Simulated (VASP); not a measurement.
# Au (Fm-3m) in VASP: notebook

Runs on Au. Level: r2SCAN. Tasks: single point.

Program: VASP 6.6.1. These are calculated values, not measurements. Logs are shortened: lines on timing, memory, paths and dates and some standing lists are left out, and cuts for length are marked.

## Step 1: The cell of the first run

Symmetry: Fm-3m, No. 225, cubic system. Conventional cell: a = 4.123 Å, b = 4.123 Å, c = 4.123 Å, α = 90.00°, β = 90.00°, γ = 90.00°. Within 3.8 Å of Au (site symmetry m-3m) lie 12 Au at 2.92 Å.

## Step 2: Single point, r2SCAN

POSCAR reads:

```
Au
1.0
    0.0000000000      2.0615246536      2.0615246536
    2.0615246536      0.0000000000      2.0615246536
    2.0615246536      2.0615246536      0.0000000000
Au
1
Direct
    0.0000000000      0.0000000000      0.0000000000
```

INCAR.step1 reads:

```
SYSTEM = Au
PREC = Accurate
ENCUT = 520
ISMEAR = -1
SIGMA = 0.03
LREAL = .FALSE.
LASPH = .TRUE.
NELM = 60
NBANDS = 12
GGA = PE
ALGO = Normal
EDIFF = 1E-4
LWAVE = .TRUE.
LCHARG = .FALSE.
```

INCAR.step2 reads:

```
SYSTEM = Au
PREC = Accurate
ENCUT = 520
EDIFF = 1E-6
ISMEAR = -1
SIGMA = 0.03
LREAL = .FALSE.
LASPH = .TRUE.
NELM = 60
ALGO = Normal
ISIF = 2
LWAVE = .FALSE.
LCHARG = .FALSE.
METAGGA = R2SCAN
LMIXTAU = .TRUE.
NBANDS = 12
ISTART = 1
```

KPOINTS reads:

```
Automatic mesh
0
G
  13 13 13
  0 0 0
```

Potentials or basis: VASP PAW PBE potentials, release 64 (Au).

Run with:

```
$ cat potpaw_PBE.64/Au/POTCAR > POTCAR
$ cp INCAR.step1 INCAR
$ mpirun -np 1 vasp_std > vasp.out
$ cp INCAR.step2 INCAR
$ mpirun -np 1 vasp_std > vasp.out
```

OUTCAR:

```text
SYSTEM = Au
   PREC = Accurate
   ENCUT = 520
   EDIFF = 1E-6
   ISMEAR = -1
   LREAL = .FALSE.
   LASPH = .TRUE.
   NELM = 60
   ISIF = 2
   METAGGA = R2SCAN
   ISTART = 1

 ion  position               nearest neighbor table
   1  0.000  0.000  0.000-

  LATTYP: Found a face centered cubic cell.
 ALAT       =     4.1230493072

  Lattice vectors:

 A1 = (   0.0000000000,   2.0615246536,   2.0615246536)
 A2 = (   2.0615246536,   0.0000000000,   2.0615246536)
 A3 = (   2.0615246536,   2.0615246536,   0.0000000000)

Analysis of symmetry for initial positions (statically):
=====================================================================
 Subroutine PRICEL returns:
 Original cell was already a primitive cell.

 Routine SETGRP: Setting up the symmetry group for a
 face centered cubic supercell.

 Subroutine GETGRP returns: Found 48 space group operations
 (whereof 48 operations were pure point group operations)
 out of a pool of 48 trial point group operations.

The static configuration has the point symmetry O_h .

Analysis of symmetry for dynamics (positions and initial velocities):
=====================================================================
 Subroutine PRICEL returns:
 Original cell was already a primitive cell.

 Routine SETGRP: Setting up the symmetry group for a
 face centered cubic supercell.

 Subroutine GETGRP returns: Found 48 space group operations
 (whereof 48 operations were pure point group operations)
 out of a pool of 48 trial point group operations.

The dynamic configuration has the point symmetry O_h .

 Subroutine INISYM returns: Found 48 space group operations
 (whereof 48 operations are pure point group operations),
 and found     1 'primitive' translations

----------------------------------------------------------------------------------------

                                     Primitive cell

  volume of cell :      17.5225

  direct lattice vectors                    reciprocal lattice vectors
     0.000000000  2.061524654  2.061524654    -0.242538938  0.242538938  0.242538938
     2.061524654  0.000000000  2.061524654     0.242538938 -0.242538938  0.242538938
     2.061524654  2.061524654  0.000000000     0.242538938  0.242538938 -0.242538938

  length of vectors
     2.915436124  2.915436124  2.915436124     0.420089763  0.420089763  0.420089763

  position of ions in fractional coordinates (direct lattice)
     0.000000000  0.000000000  0.000000000

  ion indices of the primitive-cell ions
   primitive index   ion index
                 1           1

----------------------------------------------------------------------------------------

 KPOINTS: Automatic mesh

Automatic generation of k-mesh.
 Grid dimensions read from file:
 generate k-points for:   13   13   13

 Generating k-lattice:

  Cartesian coordinates                     Fractional coordinates (reciprocal lattice)
    -0.018656841  0.018656841  0.018656841     0.076923077  0.000000000  0.000000000
     0.018656841 -0.018656841  0.018656841     0.000000000  0.076923077  0.000000000
     0.018656841  0.018656841 -0.018656841     0.000000000  0.000000000  0.076923077

  Length of vectors
     0.032314597  0.032314597  0.032314597

  Shift w.r.t. Gamma in fractional coordinates (k-lattice)
     0.000000000  0.000000000  0.000000000

 Subroutine IBZKPT returns following result:
 ===========================================

 Found     84 irreducible k-points:

 Following reciprocal coordinates:
            Coordinates               Weight
  0.000000  0.000000  0.000000      1.000000
  0.076923  0.000000  0.000000      8.000000
  0.153846  0.000000  0.000000      8.000000
  0.230769  0.000000  0.000000      8.000000
  0.307692  0.000000  0.000000      8.000000
  0.384615  0.000000  0.000000      8.000000
[... 16 lines left out ...]
  0.384615  0.153846  0.000000     24.000000
  0.461538  0.153846  0.000000     24.000000
 [... further k-points ...]
   k-points           NKPTS =     84   k-points in BZ     NKDIM =     84   number of bands    NBANDS=     12
   number of dos      NEDOS =    301   number of ions     NIONS =      1
   total plane-waves  NPLWV =  13824
   dimension x,y,z NGX =    24 NGY =   24 NGZ =   24
   dimension x,y,z NGXF=    48 NGYF=   48 NGZF=   48
   ions per type =               1
   NGX,Y,Z   is equivalent  to a cutoff of  13.69, 13.69, 13.69 a.u.
   NGXF,Y,Z  is equivalent  to a cutoff of  27.37, 27.37, 27.37 a.u.
 SYSTEM =  Au
   PREC   = accura    normal or accurate (medium, high low for compatibility)
   ISTART =      1    job   : 0-new  1-cont  2-samecut
   ICHARG =      0    charge: 1-file 2-atom 10-const
   ISPIN  =      1    spin polarized calculation?
   LNONCOLLINEAR =      F non collinear calculations
   LSORBIT =      F    spin-orbit coupling
   LASPH  =      T    aspherical Exc in radial PAW
   ENCUT  =  520.0 eV  38.22 Ry    6.18 a.u.   5.42  5.42  5.42*2*pi/ulx,y,z
   NELM   =     60;   NELMIN=  2; NELMDL=  0     # of ELM steps
   EDIFF  = 0.1E-05   stopping-criterion for ELM
   LREAL  =      F    real-space projection
   EDIFFG = 0.1E-04   stopping-criterion for IOM
   NSW    =      0    number of steps for IOM
   IBRION =     -1    ionic relax: 0-MD 1-quasi-New 2-CG
   NFREE  =      0    steps in history (QN), initial steepest desc. (CG)
   ISIF   =      2    stress and relaxation
   ISYM   =      2    0-nonsym 1-usesym 2-fastsym
   POTIM  = 0.5000    time-step for ionic-motion
   TEBEG  =    0.0;   TEEND  =   0.0 temperature during run
   PSTRESS=    0.0 pullay stress
   NELECT =      11.0000    total number of electrons
   NUPDOWN=      -1.0000    fix difference up-down
   EMIN   =  10.00;   EMAX   =-10.00  energy-range for DOS
   EFERMI =   0.00;   METHOD = LEGACY
   ISMEAR =    -1;   SIGMA  =   0.03  broadening in eV -4-tet -1-fermi 0-gaus
   EFERMI_NEDOS =   21; number of points for ismear=-14 and -15
   IALGO  =     38    algorithm
   IMIX   =      4    mixing-type and parameters
     AMIX     =   0.40;   BMIX     =  1.00
     AMIX_MAG =   1.60;   BMIX_MAG =  1.00
  volume/ion in A,a.u.               =      17.52       118.25
  Fermi-wavevector in a.u.,A,eV,Ry     =   1.401761  2.648944 26.734535  1.964933
  Thomas-Fermi vector in A             =   2.524590
   LORBIT       =      0    0 simple, 1 ext, 2 COOP (PROOUT), +10 PAW based schemes
   METAGGA = R2SCAN    functional components
   LHFCALC =     F    Hartree Fock is set to
   AEXX    =    0.0000 exact exchange contribution
   IVDW    =     0    specifies the selected vdW correction
   LEPSILON=     F    determine dielectric tensor
   LRPA    =     F    only Hartree local field effects (RPA)
 non-spin polarized calculation
  energy-cutoff  :      520.00
  volume of cell :       17.52
 maximum number of plane-waves:       495
 NGX is ok and might be reduce to    24
   NGX = 11   NGY = 11   NGZ = 11

 number of electron      11.0000001 magnetization

 Free energy of the ion-electron system (eV)
  ---------------------------------------------------
  ext. energy  EPLUGINS =         0.00000000
  ---------------------------------------------------
  free energy    TOTEN  =       -50.59621312 eV

  energy without entropy =      -50.59523741  energy(sigma->0) =      -50.59572526

 E-fermi :   9.0083     XC(G=0): -13.4363

 val. band max:        8.9633046495   @ k =  -0.4615   0.0769   0.0000
 cond. band min:       9.0426009554   @ k =   0.4615   0.3846   0.0000
 fundamental gap:      0.0792963060
 Fermi energy:         9.0083296850

 k-point     1 :       0.0000    0.0000    0.0000
  band No.  band energies     occupation
      1      -0.9232      2.00000
      2       4.0670      2.00000
      3       4.0670      2.00000
      4       4.0670      2.00000
      5       5.5249      2.00000
      6       5.5249      2.00000
      7      24.2190      0.00000
      8      28.1469      0.00000
      9      28.1469      0.00000
     10      28.1469      0.00000
     11      33.3319      0.00000
     12      37.4851      0.00000

 k-point     2 :       0.0769    0.0000    0.0000
  band No.  band energies     occupation
      1      -0.7150      2.00000
      2       4.0048      2.00000
      3       4.1358      2.00000
      4       4.1358      2.00000
      5       5.4962      2.00000
      6       5.4962      2.00000
      7      24.4364      0.00000
      8      26.8725      0.00000
      9      28.3737      0.00000
     10      28.3737      0.00000
     11      34.0297      0.00000
     12      35.9129      0.00000

 k-point     3 :       0.1538    0.0000    0.0000
  band No.  band energies     occupation
      1      -0.1272      2.00000
      2       3.8812      2.00000
      3       4.2856      2.00000
      4       4.2856      2.00000
      5       5.4722      2.00000
      6       5.4722      2.00000
      7      24.0133      0.00000
      8      25.3013      0.00000
      9      28.9525      0.00000
     10      28.9525      0.00000
     11      32.2743      0.00000
     12      34.4706      0.00000
[... 286 lines left out ...]
 k-point    23 :       0.3846    0.1538    0.0000
  band No.  band energies     occupation
      1       1.9850      2.00000
      2       3.7752      2.00000
      3       4.0470      2.00000
      4       4.6970      2.00000
      5       6.5466      2.00000
      6       6.9703      2.00000
      7      17.2763      0.00000
      8      24.6696      0.00000
      9      24.7631      0.00000
     10      26.4318      0.00000
     11      33.0885      0.00000
     12      34.4728      0.00000

 k-point    24 :       0.4615    0.1538    0.0000
  band No.  band energies     occupation
      1       2.0563      2.00000
      2       3.7751      2.00000
      3       4.5635      2.00000
      4       4.6361      2.00000
      5       6.7498      2.00000
      6       8.5538      2.00000
      7      14.2504      0.00000
      8      23.6711      0.00000
      9      24.6698      0.00000
     10      25.6272      0.00000
     11      34.6429      0.00000
     12      35.4039      0.00000

 [... further k-points ...]

------------------------ aborting loop because EDIFF is reached ----------------------------------------

  FORCE on cell =-STRESS in cart. coord.  units (eV):
  Direction    XX          YY          ZZ          XY          YZ          ZX
  --------------------------------------------------------------------------------------
  -------------------------------------------------------------------------------------
  Total        0.0113209      0.0113209      0.0113209      0.0000000     -0.0000000      0.0000000
  in kB        1.0351330      1.0351330      1.0351330      0.0000000     -0.0000000      0.0000000
  external PRESSURE =       1.0351330 kB  Pullay stress =       0.0000000 kB

 VOLUME and BASIS-vectors are now :
 -----------------------------------------------------------------------------
  energy-cutoff  :      520.00
  volume of cell :       17.52
      direct lattice vectors                 reciprocal lattice vectors
     0.000000000  2.061524654  2.061524654    -0.242538938  0.242538938  0.242538938
     2.061524654  0.000000000  2.061524654     0.242538938 -0.242538938  0.242538938
     2.061524654  2.061524654  0.000000000     0.242538938  0.242538938 -0.242538938

 POSITION                                       TOTAL-FORCE (eV/Angst)
 -----------------------------------------------------------------------------------
      0.00000      0.00000      0.00000        -0.000000     -0.000000      0.000000
 -----------------------------------------------------------------------------------
    total drift:                               -0.000000     -0.000000     -0.000000

  FREE ENERGIE OF THE ION-ELECTRON SYSTEM (eV)
  ---------------------------------------------------
  free  energy   TOTEN  =       -50.5962131183 eV

  energy  without entropy=      -50.5952374073  energy(sigma->0) =      -50.59572526
```

Wall time 25 s (1 thread of Intel Xeon 6975P-C (Granite Rapids), shared host); peak memory 0.15 GiB.

Results:

* Free energy: -50.5962 eV
* Pressure: 0.1 GPa

Caveat: the PAW data sets were made with another functional, which shifts forces and pressure a little; spin-orbit coupling is left out, which moves the levels of the heavy elements.

## Step 3: Single point, r2SCAN

POSCAR is that of step 2.

INCAR.step1 reads:

```
ALGO     = Normal         # electronic algorithm
EDIFF    = 1E-4           # SCF threshold, eV
ENCUT    = 520            # plane-wave cutoff, eV
GGA      = PE             # functional
ISMEAR   = -1             # smearing method
LASPH    = T              # aspherical terms in the spheres
LCHARG   = F              # write CHGCAR
LREAL    = F              # projectors in reciprocal space
LWAVE    = T              # write WAVECAR
NBANDS   = 12             # bands
NELM     = 100            # most SCF steps
PREC     = Accurate       # precision mode
SIGMA    = 0.2            # smearing width, eV
```

INCAR.step2 reads:

```
ALGO     = Normal         # electronic algorithm
EDIFF    = 1E-7           # SCF threshold, eV
ENCUT    = 520            # plane-wave cutoff, eV
ISIF     = 2              # what is computed and relaxed
ISMEAR   = -1             # smearing method
ISTART   = 1            
LASPH    = T              # aspherical terms in the spheres
LCHARG   = F              # write CHGCAR
LMIXTAU  = T            
LREAL    = F              # projectors in reciprocal space
LWAVE    = F              # write WAVECAR
METAGGA  = R2SCAN         # meta-GGA
NBANDS   = 12             # bands
NELM     = 100            # most SCF steps
PREC     = Accurate       # precision mode
SIGMA    = 0.2            # smearing width, eV
```

KPOINTS reads:

```
k-points
0
Gamma
  13 13 13
```

Potentials or basis: VASP PAW PBE potentials, release 64 (Au).

Run with:

```
$ cat potpaw_PBE.64/Au/POTCAR > POTCAR
$ cp INCAR.step1 INCAR
$ mpirun -np 1 vasp_std > vasp.out
$ cp INCAR.step2 INCAR
$ mpirun -np 1 vasp_std > vasp.out
```

Run time: 28 s. Hardware: 1 thread of Intel Xeon 6975P-C (Granite Rapids), shared host; peak memory 0.15 GiB.

The run converged. Its results:

| Item | Value |
| --- | --- |
| Free energy | -50.6140 eV |
| Pressure | 0.5 GPa |

Levels at points of the mesh, in eV from the Fermi level:
```
           k point  band 2  band 3  band 4  band 5  band 6  band 7  band 8  band 9  band 10  band 11
(0.00, 0.00, 0.00)   -4.87   -4.87   -4.87   -3.42   -3.42   15.28   19.20   19.20    19.20    24.39
```

Caveat: the PAW data sets were made with another functional, which shifts forces and pressure a little; spin-orbit coupling is left out, which moves the levels of the heavy elements.
